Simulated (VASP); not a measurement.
Write the native input for VASP 6.6.1 that does the following.

```
Task                   : single point
Functional             : LDA
Potentials or basis    : VASP PAW LDA potentials, release 64 (Ag)
Cutoff                 : 520 eV
k mesh                 : 13 × 13 × 1
Occupations            : fermi-dirac, width 0.05 eV
Spin                   : no spin polarisation
Dipole correction      : yes
Further INCAR settings : ALGO = Normal; EDIFF = 1e-06; NBANDS = 36
```

The structure of Ag lies in POSCAR:

```
Ag
1.0
    2.8284417091      0.0000000000      0.0000000000
   -1.4142208546      2.4495023732      0.0000000000
    0.0000000000      0.0000000000     25.2377000000
Ag
5
Direct
    0.8333333330      0.1666666670      0.3169870485
    0.1666666670      0.8333333330      0.4084935240
    0.5000000000      0.5000000000      0.5000000000
    0.8333333330      0.1666666670      0.5915064760
    0.1666666670      0.8333333330      0.6830129515
```

These files were run (other wordings do the same):

INCAR

```
PREC = Accurate ; ENCUT = 520
EDIFF = 1E-6 ; ISMEAR = -1
SIGMA = 0.05 ; LREAL = False
LASPH = True ; NELM = 60
ALGO = Normal ; ISIF = 2
LWAVE = False ; LCHARG = False
LDIPOL = True ; IDIPOL = 3
DIPOL = 0.5 0.5 0.500 ; GGA = CA
NBANDS = 36
```

KPOINTS

```
regular mesh
0
Gamma
  13 13 1
```

Potentials or basis: VASP PAW LDA potentials, release 64 (Ag).

The run is started by

```sh
$ cat potpaw_LDA.64/Ag/POTCAR > POTCAR
$ mpirun -np 1 vasp_std > vasp.out
```

Results of the run:

- Largest force: 0.027 eV/Å
- Band gap on the k mesh: zero (an odd number of electrons rules out a gap without spin polarisation)

Run time: 5 min on 1 thread of Intel Xeon 8259CL, on a shared host, peak memory 0.3 GiB.
